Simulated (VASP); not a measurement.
# GdO (Pm-3m) in VASP: further runs, part 2 of 2

VASP 6.6.1.

## 5. Single point, r2SCAN+U, collinear spin, ferromagnetic start

Contents of POSCAR:

```
GdO
1.0
    2.8018137600      0.0000000000      0.0000000000
    0.0000000000      2.8018137600      0.0000000000
    0.0000000000      0.0000000000      2.8018137600
Gd O
1 1
Direct
    0.0000000000      0.0000000000      0.0000000000
    0.5000000000      0.5000000000      0.5000000000
```

Contents of INCAR.step1:

```
ALGO     = Normal         # electronic algorithm
EDIFF    = 1E-4           # SCF threshold, eV
ENCUT    = 520            # plane-wave cutoff, eV
GGA      = PE             # functional
ISMEAR   = -1             # smearing method
ISPIN    = 2              # spin polarisation
LASPH    = T              # aspherical terms in the spheres
LCHARG   = F              # write CHGCAR
LDAU     = T              # DFT+U
LDAUJ    = 0 0          
LDAUL    = 3 -1           # shell
LDAUTYPE = 2            
LDAUU    = 4 0            # U, eV
LMAXMIX  = 6              # l up to which the mixer works
LREAL    = F              # projectors in reciprocal space
LWAVE    = T              # write WAVECAR
MAGMOM   = 7 0            # initial moments
NBANDS   = 23             # bands
NELM     = 150            # most SCF steps
PREC     = Accurate       # precision mode
SIGMA    = 0.05           # smearing width, eV
```

Contents of INCAR.step2:

```
ALGO     = Normal         # electronic algorithm
EDIFF    = 1E-6           # SCF threshold, eV
ENCUT    = 520            # plane-wave cutoff, eV
ISIF     = 2              # what is computed and relaxed
ISMEAR   = -1             # smearing method
ISPIN    = 2              # spin polarisation
ISTART   = 1            
LASPH    = T              # aspherical terms in the spheres
LCHARG   = F              # write CHGCAR
LDAU     = T              # DFT+U
LDAUJ    = 0 0          
LDAUL    = 3 -1           # shell
LDAUPRINT= 1            
LDAUTYPE = 2            
LDAUU    = 4 0            # U, eV
LMAXMIX  = 6              # l up to which the mixer works
LMIXTAU  = T            
LORBIT   = 11             # projections on sites
LREAL    = F              # projectors in reciprocal space
LWAVE    = F              # write WAVECAR
MAGMOM   = 7 0            # initial moments
METAGGA  = R2SCAN         # meta-GGA
NBANDS   = 23             # bands
NELM     = 150            # most SCF steps
PREC     = Accurate       # precision mode
SIGMA    = 0.05           # smearing width, eV
```

Contents of KPOINTS:

```
k-points
0
Gamma
  9 9 9
```

Started as:

```
$ cat potpaw_PBE.64/Gd/POTCAR potpaw_PBE.64/O/POTCAR > POTCAR
$ cp INCAR.step1 INCAR
$ mpirun -np 1 vasp_std > vasp.out
$ cp INCAR.step2 INCAR
$ mpirun -np 1 vasp_std > vasp.out
```

It took 80 s on 1 thread of Intel Xeon 6975P-C (Granite Rapids), shared host; peak memory 0.18 GiB.

It converged, with:

```
Free energy                                           : -51.0313 eV
Pressure                                              : 52.4 GPa
Net moment                                            : 7.60 μB per cell
Site moments                                          : Gd +7.17; O -0.04 μB
Valence electrons inside the program's atomic spheres : Gd 15.65; O 5.12
```

Levels at points of the mesh, in eV from the Fermi level:
Spin up:
| k point | band 13 | band 14 | band 15 | band 16 | band 17 | band 18 | band 19 | band 20 |
| --- | --- | --- | --- | --- | --- | --- | --- | --- |
| (0.00, 0.00, 0.00) | -4.59 | -4.59 | -4.59 | -4.01 | -4.01 | 2.92 | 7.54 | 7.54 |
Spin down:
```csv
k point,band 4,band 5,band 6,band 7,band 8,band 9,band 10,band 11,band 12,band 13
"(0.00, 0.00, 0.00)",-20.65,-20.65,-4.89,-4.89,-4.89,-1.93,-1.93,3.08,3.08,3.08
```

Eigenvalues of the final occupation matrices:
| site | spin | trace | eigenvalues |
| --- | --- | --- | --- |
| site 1 f | 1 | 6.95 | 0.99 0.99 0.99 0.99 0.99 0.99 1.00 |
| site 1 f | 2 | 0.06 | 0.01 0.01 0.01 0.01 0.01 0.01 0.02 |

Caveat: the PAW data sets were made with another functional, which shifts forces and pressure a little; spin-orbit coupling is left out, which moves the levels of the heavy elements; a cell with one magnetic atom can't hold antiferromagnetic order, which such compounds often take. The state reached can hang on the start; a lower one may exist.

## 6. Single point, r2SCAN+U, collinear spin, ferromagnetic start

POSCAR is that of step 5.

Contents of INCAR.step1:

```
ALGO = Normal ; EDIFF = 1E-4
ENCUT = 520 ; GGA = PE
ISMEAR = -1 ; ISPIN = 2
LASPH = True ; LCHARG = False
LDAU = True ; LDAUJ = 0 0
LDAUL = 3 -1 ; LDAUTYPE = 2
LDAUU = 5 0 ; LMAXMIX = 6
LREAL = False ; LWAVE = True
MAGMOM = 7 0 ; NBANDS = 23
NELM = 150 ; PREC = Accurate
SIGMA = 0.05
```

Contents of INCAR.step2:

```
ALGO = Normal ; EDIFF = 1E-6
ENCUT = 520 ; ISIF = 2
ISMEAR = -1 ; ISPIN = 2
ISTART = 1 ; LASPH = True
LCHARG = True ; LDAU = True
LDAUJ = 0 0 ; LDAUL = 3 -1
LDAUPRINT = 1 ; LDAUTYPE = 2
LDAUU = 5 0 ; LELF = True
LMAXMIX = 6 ; LMIXTAU = True
LORBIT = 11 ; LREAL = False
LVHAR = True ; LWAVE = False
MAGMOM = 7 0 ; METAGGA = R2SCAN
NBANDS = 23 ; NELM = 150
PREC = Accurate ; SIGMA = 0.05
```

KPOINTS is that of step 5.

Potentials or basis: VASP PAW PBE potentials, release 64 (Gd, O).

Started as:

```
$ cat potpaw_PBE.64/Gd/POTCAR potpaw_PBE.64/O/POTCAR > POTCAR
$ cp INCAR.step1 INCAR
$ mpirun -np 1 vasp_std > vasp.out
$ cp INCAR.step2 INCAR
$ mpirun -np 1 vasp_std > vasp.out
```

Wall time 88 s (1 thread of Intel Xeon 6975P-C (Granite Rapids), shared host); peak memory 0.18 GiB.

The run converged. Its results:

* Free energy: -50.9796 eV
* Pressure: 52.7 GPa
* Net moment: 7.60 μB per cell
* Site moments: Gd +7.17; O -0.04 μB
* Valence electrons inside the program's atomic spheres: Gd 15.65; O 5.12

Levels at points of the mesh, in eV from the Fermi level:
Spin up:
```
           k point  band 14  band 15  band 16  band 17  band 18  band 19
(0.00, 0.00, 0.00)    -4.62    -4.62    -4.00    -4.00     2.94     7.55
```
Spin down:
| k point | band 4 | band 5 | band 6 | band 7 | band 8 | band 9 | band 10 | band 11 | band 12 | band 13 |
| --- | --- | --- | --- | --- | --- | --- | --- | --- | --- | --- |
| (0.00, 0.00, 0.00) | -20.63 | -20.63 | -4.87 | -4.87 | -4.87 | -1.92 | -1.92 | 3.59 | 3.59 | 3.59 |

Eigenvalues of the final occupation matrices:
```tsv
site	spin	trace	eigenvalues
site 1 f	1	6.95	0.99 0.99 0.99 0.99 0.99 0.99 1.00
site 1 f	2	0.05	0.00 0.00 0.00 0.01 0.01 0.01 0.02
```

Caveat: the PAW data sets were made with another functional, which shifts forces and pressure a little; spin-orbit coupling is left out, which moves the levels of the heavy elements; a cell with one magnetic atom can't hold antiferromagnetic order, which such compounds often take. The state reached can hang on the start; a lower one may exist.

## 7. Overview

```csv
U,gap on the mesh (eV),pressure (GPa),moment (μB)
Gd f U = 1.0 eV,none,50.9,7.55
Gd f U = 2.0 eV,none,51.6,7.58
Gd f U = 3.0 eV,none,52.0,7.59
Gd f U = 4.0 eV,none,52.4,7.60
Gd f U = 5.0 eV,none,52.7,7.60
```

Alike in all rows: task single point; level r2SCAN+U; potentials or basis VASP PAW PBE potentials, release 64 (Gd, O); spin collinear, ferromagnetic start; cell as given; k mesh 9 × 9 × 9; cutoff (eV) 520; smearing fermi-dirac 0.05 eV.

Every run on the cell as given and a fine mesh finds a metal.

Caveats: the PAW data sets were made with another functional, which shifts forces and pressure a little; spin-orbit coupling is left out, which moves the levels of the heavy elements; a cell with one magnetic atom can't hold antiferromagnetic order, which such compounds often take.

Total energies depend on the potentials used, so only differences within one code and one set of settings carry meaning.
